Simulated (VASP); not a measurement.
Here is a VASP 6.6.1 calculation.

INCAR

```
SYSTEM = LiF
PREC = Accurate ; ENCUT = 520
EDIFF = 1E-6 ; ISMEAR = 0
SIGMA = 0.05 ; LREAL = .False.
LASPH = .True. ; NELM = 100
ALGO = Normal ; ISIF = 2
LWAVE = .False. ; LCHARG = .True.
GGA = PE ; LELF = .True.
LVHAR = .True. ; NBANDS = 12
```

The input KPOINTS:

```
regular mesh
0
Gamma
  10 10 10
  0 0 0
```

The input POSCAR:

```
LiF
1.0
    0.0000000000      2.0492450000      2.0140000000
    2.0140000000      0.0000000000      2.0140000000
    2.0140000000      2.0492450000      0.0000000000
Li F
1 1
Direct
    0.0000000000      0.0000000000      0.0000000000
    0.5000000000      0.5000000000      0.5000000000
```

Potentials or basis: VASP PAW PBE potentials, release 64 (Li_sv, F).

Run with:

```bash
$ cat potpaw_PBE.64/Li_sv/POTCAR potpaw_PBE.64/F/POTCAR > POTCAR
$ mpirun -np 1 vasp_std > vasp.out
```

Predict the band gap on the k mesh.

8.91 eV, direct.

Caveat: the cell differs from its parent crystal (strain +0.0175 x Voigt [0, 1, 0, 0, 0, 0]). A k mesh can miss the band edges.
